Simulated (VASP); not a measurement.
# In4Sb (Pm-3m) in VASP: further runs, part 2 of 2

VASP 6.6.1. Earlier steps stand in the parts before.

### 3 Single point, PBE

This run uses another cell than the first one, of 34.13 Å³/atom.

File INCAR:

```
SYSTEM = In4Sb
ALGO = Normal
EDIFF = 1E-6
ENCUT = 520
GGA = PE
ISIF = 2
ISMEAR = 0
LASPH = .True.
LCHARG = .False.
LREAL = .False.
LWAVE = .False.
NBANDS = 36
NELM = 100
PREC = Accurate
SIGMA = 0.1
```

File KPOINTS:

```
k-points
0
Gamma
  4 4 4
  0 0 0
```

File POSCAR:

```
In4Sb
1.0
    5.5469417752      0.0000000000      0.0000000000
    0.0000000000      5.5469417752      0.0000000000
    0.0000000000      0.0000000000      5.5469417752
In Sb
4 1
Direct
    0.0000000000      0.5000000000      0.5000000000
    0.5000000000      0.0000000000      0.5000000000
    0.5000000000      0.5000000000      0.0000000000
    0.5000000000      0.5000000000      0.5000000000
    0.0000000000      0.0000000000      0.0000000000
```

Potentials or basis: VASP PAW PBE potentials, release 64 (In_d, Sb).

Command:

```console
> cat potpaw_PBE.64/In_d/POTCAR potpaw_PBE.64/Sb/POTCAR > POTCAR
> mpirun -np 1 vasp_std > vasp.out
```

Run time: 29 s. Hardware: 1 thread of Intel Xeon Platinum 8559C (Emerald Rapids), shared host; peak memory 0.27 GiB.

It converged, with:

```yaml
Free_energy: -12.3358 eV
Pressure: 0.0 GPa
Band_gap_on_the_k_mesh: zero (an odd number of electrons rules out a gap without spin polarisation)
```

Levels at points of the mesh, in eV from the Fermi level:
```tsv
k point	band 24	band 25	band 26	band 27	band 28	band 29	band 30	band 31	band 32	band 33
(0.00, 0.00, 0.00)	-3.43	-2.85	-2.85	-2.85	0.11	0.11	0.11	0.21	2.68	2.68
(0.50, 0.00, 0.00)	-3.28	-2.19	-2.19	-2.03	-0.79	-0.79	1.24	1.25	2.21	2.83
(0.50, 0.50, 0.00)	-5.77	-2.20	-1.71	-0.48	-0.48	-0.29	-0.13	1.21	1.21	3.28
(0.50, 0.50, 0.50)	-5.41	-5.41	-2.34	-2.34	-2.34	3.20	3.20	3.20	4.20	4.20
```

Caveat: spin-orbit coupling is left out, which moves the levels of the heavy elements.

### 4 Relaxation of cell and atoms, PBE

File INCAR:

```
ALGO     = Normal         # electronic algorithm
EDIFF    = 1E-6           # SCF threshold, eV
EDIFFG   = -0.04          # ionic threshold
ENCUT    = 600            # plane-wave cutoff, eV
GGA      = PE             # functional
IBRION   = 2              # ionic algorithm
ISIF     = 3              # what is computed and relaxed
ISMEAR   = 0              # smearing method
LASPH    = True           # aspherical terms in the spheres
LCHARG   = False          # write CHGCAR
LREAL    = False          # projectors in reciprocal space
LWAVE    = False          # write WAVECAR
NELM     = 100            # most SCF steps
NSW      = 90             # ionic steps
PREC     = Accurate       # precision mode
SIGMA    = 0.1            # smearing width, eV
```

File KPOINTS:

```
k-points
0
Gamma
  4 4 4
```

Edit POSCAR of step 3 so:

```diff
@@ -2,5 +2,5 @@
 1.0
-    5.5469417752      0.0000000000      0.0000000000
-    0.0000000000      5.5469417752      0.0000000000
-    0.0000000000      0.0000000000      5.5469417752
+    5.0654421900      0.0000000000      0.0000000000
+    0.0000000000      5.0654421900      0.0000000000
+    0.0000000000      0.0000000000      5.0654421900
 In Sb
```

Command:

```console
> cat potpaw_PBE.64/In_d/POTCAR potpaw_PBE.64/Sb/POTCAR > POTCAR
> mpirun -np 1 vasp_std > vasp.out
```

Run time: 81 s. Hardware: 1 thread of Intel Xeon Platinum 8559C (Emerald Rapids), shared host; peak memory 0.25 GiB.

The run converged. Its results:

| Property | Result |
| --- | --- |
| Free energy | -12.3257 eV |
| Relaxed volume | 34.15 Å³/atom |
| Relaxed cell | a = 5.548 Å, b = 5.548 Å, c = 5.548 Å, α = 90.00°, β = 90.00°, γ = 90.00° |
| Space group after relaxing (to 0.1 Å) | Pm-3m (No. 221) |
| Energy gained by relaxing | 311.5 meV/atom |
| Ionic steps | 4 |
| Pressure after relaxing | -0.1 GPa |
| Band gap on the k mesh | zero (an odd number of electrons rules out a gap without spin polarisation) |

The path:
```csv
step,energy change (eV),largest force (eV/Å),pressure (GPa),volume (Å³)
1,0.0000,0.0000,16.30,129.97
2,-1.4500,0.0000,-1.96,186.34
3,-1.5571,0.0000,0.20,169.31
4,-1.5576,0.0000,-0.07,170.73
```

Final structure:
```yaml
crystal:
  lattice:
    - [5.54756, 0.00000, 0.00000]
    - [0.00000, 5.54756, 0.00000]
    - [0.00000, 0.00000, 5.54756]
  atoms:
    - { symbol: In, position: [0.00000, 0.50000, 0.50000] }
    - { symbol: In, position: [0.50000, 0.00000, 0.50000] }
    - { symbol: In, position: [0.50000, 0.50000, 0.00000] }
    - { symbol: In, position: [0.50000, 0.50000, 0.50000] }
    - { symbol: Sb, position: [0.00000, 0.00000, 0.00000] }
```

Levels at points of the mesh, in eV from the Fermi level:
```csv
k point,band 24,band 25,band 26,band 27,band 28,band 29,band 30,band 31,band 32,band 33
"(0.00, 0.00, 0.00)",-3.43,-2.85,-2.85,-2.85,0.11,0.11,0.11,0.20,2.68,2.68
"(0.50, 0.00, 0.00)",-3.28,-2.19,-2.19,-2.03,-0.79,-0.79,1.24,1.25,2.21,2.83
"(0.50, 0.50, 0.00)",-5.77,-2.20,-1.71,-0.48,-0.48,-0.29,-0.13,1.21,1.21,3.28
"(0.50, 0.50, 0.50)",-5.41,-5.41,-2.34,-2.34,-2.34,3.20,3.20,3.20,4.20,4.20
```

Caveat: the volume moved by over 15 % at a fixed basis, so the end points are rough; spin-orbit coupling is left out, which moves the levels of the heavy elements.

### 5 Single point, PBE

This run uses another cell than the first one, of 34.77 Å³/atom.

File INCAR:

```
  PREC = Accurate
  ENCUT = 520
  EDIFF = 1E-6
  ISMEAR = 0
  SIGMA = 0.1
  LREAL = F
  LASPH = T
  NELM = 60
  ALGO = Fast
  ISIF = 2
  LWAVE = F
  LCHARG = F
  GGA = PE
  NBANDS = 36
```

File KPOINTS:

```
regular mesh
0
Gamma
  8 8 8
```

Edit POSCAR of step 4 so:

```diff
@@ -2,5 +2,5 @@
 1.0
-    5.0654421900      0.0000000000      0.0000000000
-    0.0000000000      5.0654421900      0.0000000000
-    0.0000000000      0.0000000000      5.0654421900
+    5.5813393108      0.0000000000      0.0000000000
+    0.0000000000      5.5813393108      0.0000000000
+    0.0000000000      0.0000000000      5.5813393108
 In Sb
```

Command:

```console
> cat potpaw_PBE.64/In_d/POTCAR potpaw_PBE.64/Sb/POTCAR > POTCAR
> mpirun -np 1 vasp_std > vasp.out
```

It took 1.8 min on 1 thread of Intel Xeon Platinum 8559C (Emerald Rapids), shared host; peak memory 0.36 GiB.

It converged, with:

```yaml
Free_energy: -12.2967 eV
Pressure: 0.0 GPa
Band_gap_on_the_k_mesh: zero (an odd number of electrons rules out a gap without spin polarisation)
```

Levels at points of the mesh, in eV from the Fermi level:
```
           k point  band 25  band 26  band 27  band 28  band 29  band 30  band 31  band 32
(0.00, 0.00, 0.00)    -2.52    -2.52    -2.52     0.24     0.24     0.24     0.41     2.87
(0.50, 0.00, 0.00)    -1.82    -1.82    -1.80    -0.68    -0.68     1.31     1.44     2.38
(0.50, 0.50, 0.00)    -1.95    -1.34    -0.38    -0.38    -0.09    -0.08     1.43     1.43
(0.50, 0.50, 0.50)    -5.10    -2.16    -2.16    -2.16     3.24     3.24     3.24     4.45
```

Caveat: spin-orbit coupling is left out, which moves the levels of the heavy elements.

### 6 Relaxation of cell and atoms, PBE

This run uses another cell than the first one, of 34.13 Å³/atom.

File INCAR:

```
SYSTEM = In4Sb
ALGO = Fast
EDIFF = 1E-6
EDIFFG = -0.01
ENCUT = 600
GGA = PE
IBRION = 2
ISIF = 3
ISMEAR = 0
LASPH = .TRUE.
LCHARG = .FALSE.
LREAL = .FALSE.
LWAVE = .FALSE.
NELM = 80
NSW = 100
PREC = Accurate
SIGMA = 0.1
```

File KPOINTS:

```
k-points
0
G
  8 8 8
  0 0 0
```

Edit POSCAR of step 5 so:

```diff
@@ -2,5 +2,5 @@
 1.0
-    5.5813393108      0.0000000000      0.0000000000
-    0.0000000000      5.5813393108      0.0000000000
-    0.0000000000      0.0000000000      5.5813393108
+    5.5469417752      0.0000000000      0.0000000000
+    0.0000000000      5.5469417752      0.0000000000
+    0.0000000000      0.0000000000      5.5469417752
 In Sb
```

Potentials or basis: VASP PAW PBE potentials, release 64 (In_d, Sb).

Command:

```console
> cat potpaw_PBE.64/In_d/POTCAR potpaw_PBE.64/Sb/POTCAR > POTCAR
> mpirun -np 1 vasp_std > vasp.out
```

It took 13 min on 1 thread of Intel Xeon Platinum 8559C (Emerald Rapids), shared host; peak memory 0.47 GiB.

Results (log left out):

```yaml
Free_energy: -12.2965 eV
Relaxed_volume: 34.82 Å³/atom
Relaxed_cell: a = 5.584 Å, b = 5.584 Å, c = 5.584 Å, α = 90.00°, β = 90.00°, γ = 90.00°
Space_group_after_relaxing_to_0.1_Å: Pm-3m (No. 221)
Energy_gained_by_relaxing: 1.0 meV/atom
Ionic_steps: 8
Pressure_after_relaxing: 0.0 GPa
Band_gap_on_the_k_mesh: zero (an odd number of electrons rules out a gap without spin polarisation)
```

Step by step:
```tsv
step	energy change (eV)	largest force (eV/Å)	pressure (GPa)	volume (Å³)
1	0.0000	0.0000	0.52	170.67
2	-0.0051	0.0000	0.13	173.43
3	-0.0051	0.0000	0.09	174.42
4	-0.0022	0.0000	-0.17	176.41
5	-0.0045	0.0000	-0.19	175.12
6	-0.0049	0.0000	-0.12	174.65
7	-0.0050	0.0000	-0.07	174.53
8	-0.0052	0.0000	-0.04	174.11
```

Final structure:
```
In Sb
1.0
     5.58398    0.00000    0.00000
     0.00000    5.58398    0.00000
     0.00000    0.00000    5.58398
In Sb
4 1
Direct
  0.00000 0.50000 0.50000
  0.50000 0.00000 0.50000
  0.50000 0.50000 0.00000
  0.50000 0.50000 0.50000
  0.00000 0.00000 0.00000
```

Levels at points of the mesh, in eV from the Fermi level:
```
           k point  band 24  band 25  band 26  band 27  band 28  band 29  band 30  band 31  band 32  band 33
(0.00, 0.00, 0.00)    -3.20    -2.52    -2.52    -2.52     0.24     0.24     0.24     0.40     2.87     2.87
(0.50, 0.00, 0.00)    -3.05    -1.82    -1.82    -1.80    -0.68    -0.68     1.31     1.44     2.37     3.03
(0.50, 0.50, 0.00)    -5.45    -1.95    -1.34    -0.38    -0.38    -0.09    -0.08     1.44     1.44     3.42
(0.50, 0.50, 0.50)    -5.09    -5.09    -2.15    -2.15    -2.15     3.24     3.24     3.24     4.44     4.44
```

Caveat: spin-orbit coupling is left out, which moves the levels of the heavy elements.

### 7 Summary

| task | cell | k mesh | cutoff (eV) | gap on the mesh (eV) | pressure (GPa) | relaxed volume (Å³/atom) |
| --- | --- | --- | --- | --- | --- | --- |
| single point | a = 5.065 Å, 5 atoms | 4 × 4 × 4 | 520 | none | 16.2 | - |
| single point | a = 5.547 Å, 5 atoms | 4 × 4 × 4 | 520 | none | 0.0 | - |
| relaxation of cell and atoms | relaxed from a = 5.065 Å, 5 atoms | 4 × 4 × 4 | 600 | none | -0.1 | 34.15 |
| single point | a = 5.581 Å, 5 atoms | 8 × 8 × 8 | 520 | none | 0.0 | - |
| relaxation of cell and atoms | relaxed from a = 5.547 Å, 5 atoms | 8 × 8 × 8 | 600 | none | 0.0 | 34.82 |

Alike in all rows: level PBE; potentials or basis VASP PAW PBE potentials, release 64 (In_d, Sb); no spin polarisation; smearing gaussian 0.1 eV.

Caveats: spin-orbit coupling is left out, which moves the levels of the heavy elements; the cell stands under pressure (at least some runs); the volume moved by over 15 % at a fixed basis, so the end points are rough (at least some runs).

Total energies depend on the potentials used, so only differences within one code and one set of settings carry meaning.
